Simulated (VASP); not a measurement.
# Fe (Im-3m) in VASP: further runs

The runs below take Fe through single point, relaxation of cell and atoms, with PBE.

All numbers are computed with VASP 6.6.1; they aren't measurements. Logs are shortened: lines on timing, memory, paths and dates and some standing lists are left out, and cuts for length are marked.

## 1. The cell of the first run

Symmetry: Im-3m, No. 229, cubic system. Conventional cell: a = 2.832 Å, b = 2.832 Å, c = 2.832 Å, α = 90.00°, β = 90.00°, γ = 90.00°. Fe (site symmetry m-3m) has 14 Fe at 2.45 to 2.83 Å within 3.2 Å.

## 2. Single point, PBE, collinear spin, ferromagnetic start

Input file INCAR:

```
SYSTEM = Fe
PREC = Accurate
ENCUT = 520
EDIFF = 1E-6
ISMEAR = 0
SIGMA = 0.1
LREAL = .FALSE.
LASPH = .TRUE.
NELM = 150
ALGO = Fast
ISIF = 2
LWAVE = .FALSE.
LCHARG = .FALSE.
ISPIN = 2
MAGMOM = 2.44
LORBIT = 11
LMAXMIX = 4
GGA = PE
ISYM = 0
NBANDS = 14
```

Input file KPOINTS:

```
regular mesh
0
G
  15 15 17
  0 0 0
```

Input file POSCAR:

```
Fe
1.0
    2.4522198983      0.0000000000      0.0000000000
   -0.8174066328      2.3119750921      0.0000000000
    0.8174066328      1.1559875460      2.0022291626
Fe
1
Direct
    0.0000000000      0.0000000000      0.0000000000
```

Potentials or basis: VASP PAW PBE potentials, release 64 (Fe).

Launch:

```
> cat potpaw_PBE.64/Fe/POTCAR > POTCAR
> mpirun -np 1 vasp_std > vasp.out
```

OUTCAR:

```text
SYSTEM = Fe
   PREC = Accurate
   ENCUT = 520
   EDIFF = 1E-6
   ISMEAR = 0
   LREAL = .FALSE.
   LASPH = .TRUE.
   NELM = 150
   ISIF = 2
   ISPIN = 2
   LORBIT = 11
   GGA = PE
   ISYM = 0

 ion  position               nearest neighbor table
   1  0.000  0.000  0.000-

IMPORTANT INFORMATION: All symmetrisations will be switched off!
NOSYMM: (Re-)initialisation of all symmetry stuff for point group C_1.

----------------------------------------------------------------------------------------

                                     Primitive cell

  volume of cell :      11.3516

  direct lattice vectors                    reciprocal lattice vectors
     2.452219898  0.000000000  0.000000000     0.407793771  0.144176870 -0.249721665
    -0.817406633  2.311975092  0.000000000     0.000000000  0.432530611 -0.249721665
     0.817406633  1.155987546  2.002229163     0.000000000  0.000000000  0.499443330

  length of vectors
     2.452219898  2.452219898  2.452219898     0.499443330  0.499443330  0.499443330

  position of ions in fractional coordinates (direct lattice)
     0.000000000  0.000000000  0.000000000

  ion indices of the primitive-cell ions
   primitive index   ion index
                 1           1

----------------------------------------------------------------------------------------

 KPOINTS: regular mesh

Automatic generation of k-mesh.
 Grid dimensions read from file:
 generate k-points for:   15   15   17

 Generating k-lattice:

  Cartesian coordinates                     Fractional coordinates (reciprocal lattice)
     0.027186251  0.009611791 -0.016648111     0.066666667  0.000000000  0.000000000
     0.000000000  0.028835374 -0.016648111     0.000000000  0.066666667  0.000000000
     0.000000000  0.000000000  0.029379019     0.000000000  0.000000000  0.058823529

  Length of vectors
     0.033296222  0.033296222  0.029379019

  Shift w.r.t. Gamma in fractional coordinates (k-lattice)
     0.000000000  0.000000000  0.000000000

 -----------------------------------------------------------------------------
|                                                                             |
|           W    W    AA    RRRRR   N    N  II  N    N   GGGG   !!!           |
|           W    W   A  A   R    R  NN   N  II  NN   N  G    G  !!!           |
|           W    W  A    A  R    R  N N  N  II  N N  N  G       !!!           |
|           W WW W  AAAAAA  RRRRR   N  N N  II  N  N N  G  GGG   !            |
|           WW  WW  A    A  R   R   N   NN  II  N   NN  G    G                |
|           W    W  A    A  R    R  N    N  II  N    N   GGGG   !!!           |
|                                                                             |
|     Your reciprocal lattice and k-lattice belong to different lattice       |
|     classes:                                                                |
|                                                                             |
|        The reciprocal lattice is face-centered cubic,                       |
|        whereas your k-lattice is base-centered monoclinic.                  |
|                                                                             |
|     Results are often still useful ...                                      |
|                                                                             |
 -----------------------------------------------------------------------------

 WARNING: IBZKPT: internal override: KBLOWUP is changed to .FALSE.
      ... skipping the blow-up phase ...

 Subroutine IBZKPT returns following result:
 ===========================================

 Found   1913 irreducible k-points:

 Following reciprocal coordinates:
            Coordinates               Weight
  0.000000  0.000000  0.000000      1.000000
  0.066667  0.000000  0.000000      2.000000
  0.133333  0.000000 -0.000000      2.000000
  0.200000  0.000000 -0.000000      2.000000
  0.266667  0.000000 -0.000000      2.000000
  0.333333  0.000000  0.000000      2.000000
[... 16 lines left out ...]
 -0.066667  0.066667  0.000000      2.000000
  0.000000  0.133333  0.000000      2.000000
 [... further k-points ...]
   k-points           NKPTS =   1913   k-points in BZ     NKDIM =   1913   number of bands    NBANDS=     14
   number of dos      NEDOS =    301   number of ions     NIONS =      1
   total plane-waves  NPLWV =   5832
   dimension x,y,z NGX =    18 NGY =   18 NGZ =   18
   dimension x,y,z NGXF=    36 NGYF=   36 NGZF=   36
   ions per type =               1
   NGX,Y,Z   is equivalent  to a cutoff of  12.20, 12.20, 12.20 a.u.
   NGXF,Y,Z  is equivalent  to a cutoff of  24.41, 24.41, 24.41 a.u.
 SYSTEM =  Fe
   PREC   = accura    normal or accurate (medium, high low for compatibility)
   ISTART =      0    job   : 0-new  1-cont  2-samecut
   ICHARG =      2    charge: 1-file 2-atom 10-const
   ISPIN  =      2    spin polarized calculation?
   LNONCOLLINEAR =      F non collinear calculations
   LSORBIT =      F    spin-orbit coupling
   LASPH  =      T    aspherical Exc in radial PAW
   ENCUT  =  520.0 eV  38.22 Ry    6.18 a.u.   4.56  4.56  4.56*2*pi/ulx,y,z
   NELM   =    150;   NELMIN=  2; NELMDL= -5     # of ELM steps
   EDIFF  = 0.1E-05   stopping-criterion for ELM
   LREAL  =      F    real-space projection
   EDIFFG = 0.1E-04   stopping-criterion for IOM
   NSW    =      0    number of steps for IOM
   IBRION =     -1    ionic relax: 0-MD 1-quasi-New 2-CG
   NFREE  =      0    steps in history (QN), initial steepest desc. (CG)
   ISIF   =      2    stress and relaxation
   ISYM   =      0    0-nonsym 1-usesym 2-fastsym
   POTIM  = 0.5000    time-step for ionic-motion
   TEBEG  =    0.0;   TEEND  =   0.0 temperature during run
   PSTRESS=    0.0 pullay stress
   NELECT =       8.0000    total number of electrons
   NUPDOWN=      -1.0000    fix difference up-down
   EMIN   =  10.00;   EMAX   =-10.00  energy-range for DOS
   EFERMI =   0.00;   METHOD = LEGACY
   ISMEAR =     0;   SIGMA  =   0.10  broadening in eV -4-tet -1-fermi 0-gaus
   EFERMI_NEDOS =   21; number of points for ismear=-14 and -15
   IALGO  =     68    algorithm
   IMIX   =      4    mixing-type and parameters
     AMIX     =   0.40;   BMIX     =  1.00
     AMIX_MAG =   1.60;   BMIX_MAG =  1.00
  volume/ion in A,a.u.               =      11.35        76.60
  Fermi-wavevector in a.u.,A,eV,Ry     =   1.456865  2.753076 28.877771  2.122456
  Thomas-Fermi vector in A             =   2.573734
   LORBIT       =     11    0 simple, 1 ext, 2 COOP (PROOUT), +10 PAW based schemes
   GGA     = PE    functional components
   LHFCALC =     F    Hartree Fock is set to
   AEXX    =    0.0000 exact exchange contribution
   IVDW    =     0    specifies the selected vdW correction
   LEPSILON=     F    determine dielectric tensor
   LRPA    =     F    only Hartree local field effects (RPA)
 spin polarized calculation
 RMM-DIIS sequential band-by-band and
 Gauss-broadening in eV      SIGMA  =   0.10
  energy-cutoff  :      520.00
  volume of cell :       11.35
 maximum number of plane-waves:       321
   NGX =  9   NGY =  9   NGZ =  9

 number of electron       8.0000009 magnetization       2.1805719

 Free energy of the ion-electron system (eV)
  ---------------------------------------------------
  ext. energy  EPLUGINS =         0.00000000
  ---------------------------------------------------
  free energy    TOTEN  =        -8.24601201 eV

  energy without entropy =       -8.24108810  energy(sigma->0) =       -8.24355005

 E-fermi :   5.8353     XC(G=0): -13.1218

 val. band max:        5.8339873685   @ k =   0.0667  -0.4667   0.0588
 cond. band min:       5.8354926371   @ k =   0.2000   0.4000   0.4118
 fundamental gap:      0.0015052686
 Fermi energy:         5.8353010692

 spin component 1

 k-point     1 :       0.0000    0.0000    0.0000
  band No.  band energies     occupation
      1      -2.6028      1.00000
      2       3.5250      1.00000
      3       3.5285      1.00000
      4       3.5326      1.00000
      5       4.7364      1.00000
      6       4.7369      1.00000
      7      30.8635      0.00000
      8      30.8649      0.00000
      9      30.8659      0.00000
     10      35.9519      0.00000
     11      35.9525      0.00000
     12      38.2571      0.00000
     13      38.2601      0.00000
     14      38.2644      0.00000
[... 375 lines left out ...]
 k-point    24 :       0.0000    0.1333    0.0000
  band No.  band energies     occupation
      1      -1.8829      1.00000
      2       3.3393      1.00000
      3       3.4911      1.00000
      4       3.9133      1.00000
      5       4.5882      1.00000
      6       4.7543      1.00000
      7      27.0765      0.00000
      8      29.6145      0.00000
      9      30.4254      0.00000
     10      33.6713      0.00000
     11      34.6605      0.00000
     12      35.0217      0.00000
     13      38.2314      0.00000
     14      40.1325      0.00000

 [... further k-points ...]

 Fermi energy:         5.8353010692

 spin component 2

 k-point     1 :       0.0000    0.0000    0.0000
  band No.  band energies     occupation
      1      -2.4412      1.00000
      2       5.4242      1.00000
      3       5.4275      1.00000
      4       5.4301      1.00000
      5       7.4868      0.00000
      6       7.4879      0.00000
      7      30.6062      0.00000
      8      30.6083      0.00000
      9      30.6089      0.00000
     10      36.1449      0.00000
     11      36.1460      0.00000
     12      38.9043      0.00000
     13      38.9069      0.00000
     14      38.9099      0.00000
[... 375 lines left out ...]
 k-point    24 :       0.0000    0.1333    0.0000
  band No.  band energies     occupation
      1      -1.7148      1.00000
      2       5.2006      1.00000
      3       5.3632      1.00000
      4       5.8452      0.44428
      5       7.2743      0.00000
      6       7.5074      0.00000
      7      27.3060      0.00000
      8      29.5720      0.00000
      9      30.3919      0.00000
     10      34.4979      0.00000
     11      35.2822      0.00000
     12      35.3618      0.00000
     13      38.4473      0.00000
     14      40.5970      0.00000

 [... further k-points ...]
[... 5 lines left out ...]
  --------------------------------------------------------------------------------------
  -------------------------------------------------------------------------------------
  Total       -0.0134526     -0.0123409     -0.0147881      0.0015747      0.0047333      0.0033473
  in kB       -1.8987217     -1.7418087     -2.0872157      0.2222511      0.6680640      0.4724486
  external PRESSURE =      -1.9092487 kB  Pullay stress =       0.0000000 kB

 VOLUME and BASIS-vectors are now :
 -----------------------------------------------------------------------------
  energy-cutoff  :      520.00
  volume of cell :       11.35
      direct lattice vectors                 reciprocal lattice vectors
     2.452219898  0.000000000  0.000000000     0.407793771  0.144176870 -0.249721665
    -0.817406633  2.311975092  0.000000000     0.000000000  0.432530611 -0.249721665
     0.817406633  1.155987546  2.002229163     0.000000000  0.000000000  0.499443330

 POSITION                                       TOTAL-FORCE (eV/Angst)
 -----------------------------------------------------------------------------------
      0.00000      0.00000      0.00000         0.000001     -0.000001      0.000001
 -----------------------------------------------------------------------------------
    total drift:                                0.000001     -0.000001      0.000001

  FREE ENERGIE OF THE ION-ELECTRON SYSTEM (eV)
  ---------------------------------------------------
  free  energy   TOTEN  =        -8.2460120064 eV

  energy  without entropy=       -8.2410880957  energy(sigma->0) =       -8.24355005

 total charge

# of ion       s       p       d       tot
------------------------------------------
    1        0.487   0.542   6.240   7.269

 magnetization (x)

# of ion       s       p       d       tot
------------------------------------------
    1       -0.013  -0.057   2.248   2.178
```

Run time: 8.8 min. Hardware: 1 thread of Intel Xeon Platinum 8259CL at 2.50GHz (Skylake/Cascade Lake), shared host; peak memory 0.53 GiB.

What came out:

* Free energy: -8.2460 eV
* Pressure: -0.2 GPa
* Net moment: 2.18 μB per cell
* Site moments: Fe +2.18 μB
* Valence electrons inside the program's atomic spheres: Fe 7.27

Levels at points of the mesh, in eV from the Fermi level:
Spin up:
```tsv
k point	band 1	band 2	band 3	band 4	band 5	band 6	band 7	band 8	band 9	band 10
(0.00, 0.00, 0.00)	-8.44	-2.31	-2.31	-2.30	-1.10	-1.10	25.03	25.03	25.03	30.12
```
Spin down:
| k point | band 1 | band 2 | band 3 | band 4 | band 5 | band 6 |
| --- | --- | --- | --- | --- | --- | --- |
| (0.00, 0.00, 0.00) | -8.28 | -0.41 | -0.41 | -0.41 | 1.65 | 1.65 |

## 3. Single point, PBE, collinear spin, ferromagnetic start

Input file INCAR:

```
  PREC = Accurate
  ENCUT = 520
  EDIFF = 1E-6
  ISMEAR = 0
  SIGMA = 0.1
  LREAL = F
  LASPH = T
  NELM = 150
  ALGO = Normal
  ISIF = 2
  LWAVE = F
  LCHARG = F
  ISPIN = 2
  MAGMOM = 2.66
  LORBIT = 11
  LMAXMIX = 4
  GGA = PE
  NBANDS = 14
```

Input file KPOINTS:

```
Automatic mesh
0
Gamma
  20 20 20
```

Input file POSCAR:

```
Fe
1.0
   -1.4157898213      1.4157898213      1.4157898213
    1.4157898213     -1.4157898213      1.4157898213
    1.4157898213      1.4157898213     -1.4157898213
Fe
1
Direct
    0.0000000000      0.0000000000      0.0000000000
```

Potentials or basis: VASP PAW PBE potentials, release 64 (Fe).

Launch:

```
> cat potpaw_PBE.64/Fe/POTCAR > POTCAR
> mpirun -np 1 vasp_std > vasp.out
```

Wall time 64 s (1 thread of Intel Xeon Platinum 8375C at 2.90GHz (Ice Lake), shared host); peak memory 0.17 GiB.

The run converged. Its results:

```
Free energy                                           : -8.2452 eV
Pressure                                              : -0.1 GPa
Net moment                                            : 2.19 μB per cell
Site moments                                          : Fe +2.19 μB
Valence electrons inside the program's atomic spheres : Fe 7.27
```

Levels at points of the mesh, in eV from the Fermi level:
Spin up:
```csv
k point,band 1,band 2,band 3,band 4,band 5,band 6,band 7,band 8,band 9,band 10
"(0.00, 0.00, 0.00)",-8.43,-2.31,-2.31,-2.31,-1.09,-1.09,25.03,25.03,25.03,30.12
"(0.50, 0.00, 0.00)",-4.93,-3.39,-1.03,-0.90,0.39,0.52,7.36,18.38,20.24,23.50
"(0.50, 0.50, 0.50)",-4.85,-4.85,0.12,0.12,0.12,9.94,9.94,9.94,15.66,15.66
```
Spin down:
| k point | band 1 | band 2 | band 3 | band 4 | band 5 | band 6 | band 7 |
| --- | --- | --- | --- | --- | --- | --- | --- |
| (0.00, 0.00, 0.00) | -8.27 | -0.39 | -0.39 | -0.39 | 1.66 | 1.66 | 24.78 |
| (0.50, 0.00, 0.00) | -3.64 | -1.67 | 0.63 | 1.52 | 1.92 | 2.61 | 8.73 |
| (0.50, 0.50, 0.50) | -3.03 | -3.03 | 2.30 | 2.30 | 2.30 | 10.22 | 10.22 |

(Continued in part 2 of 2.)
